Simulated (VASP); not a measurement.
ZnS: single point with PBE

The system is ZnS.

```
Zn S
1.0
     3.68419    0.00000    0.00000
    -1.84210    3.19061    0.00000
     0.00000    0.00000   18.10890
Zn S
6 6
Direct
  0.00000 0.00000 0.00010
  0.00000 0.00000 0.50010
  0.33333 0.66667 0.16696
  0.66667 0.33333 0.66696
  0.66667 0.33333 0.33335
  0.33333 0.66667 0.83335
  0.00000 0.00000 0.12500
  0.00000 0.00000 0.62500
  0.33333 0.66667 0.29157
  0.66667 0.33333 0.79157
  0.66667 0.33333 0.45801
  0.33333 0.66667 0.95801
```

* Program: VASP 6.6.1
* Task: single point
* Functional: PBE
* Potentials or basis: VASP PAW PBE potentials, release 64 (Zn, S)
* Cutoff: 520 eV
* k mesh: 12 × 12 × 2
* Occupations: gaussian, width 0.02 eV
* Spin: no spin polarisation

```
Pressure               : 12.1 GPa
Band gap on the k mesh : 2.62 eV
```

Forces in eV/Å, atoms in the order of the input:
```
Zn   0.000  0.000  0.001
Zn   0.000  0.000  0.001
Zn   0.000  0.000 -0.002
Zn   0.000  0.000 -0.002
Zn   0.000  0.000  0.002
Zn   0.000  0.000  0.002
S    0.000  0.000  0.000
S    0.000  0.000  0.000
S    0.000  0.000  0.000
S    0.000  0.000  0.000
S    0.000  0.000 -0.001
S    0.000  0.000 -0.001
```

Levels at points of the mesh, in eV from the valence-band top:
| k point | band 52 | band 53 | band 54 | band 55 | band 56 | band 57 |
| --- | --- | --- | --- | --- | --- | --- |
| (0.00, 0.00, 0.00) | -0.05 | 0.00 | 0.00 | 2.62 | 3.43 | 3.56 |
| (0.50, 0.00, 0.00) | -1.48 | -1.31 | -1.03 | 3.37 | 3.45 | 3.62 |
| (0.00, 0.00, 0.50) | -0.08 | -0.08 | -0.08 | 3.09 | 3.09 | 3.48 |
| (0.50, 0.00, 0.50) | -1.44 | -1.16 | -1.16 | 3.29 | 3.29 | 3.82 |

It took 13 min on 1 thread of Intel(R) Xeon(R) Platinum 8375C CPU @ 2.90GHz (Ice Lake), on a shared host, peak memory 0.56 GiB.

Caveat: the cell stands under pressure. A k mesh can miss the band edges.
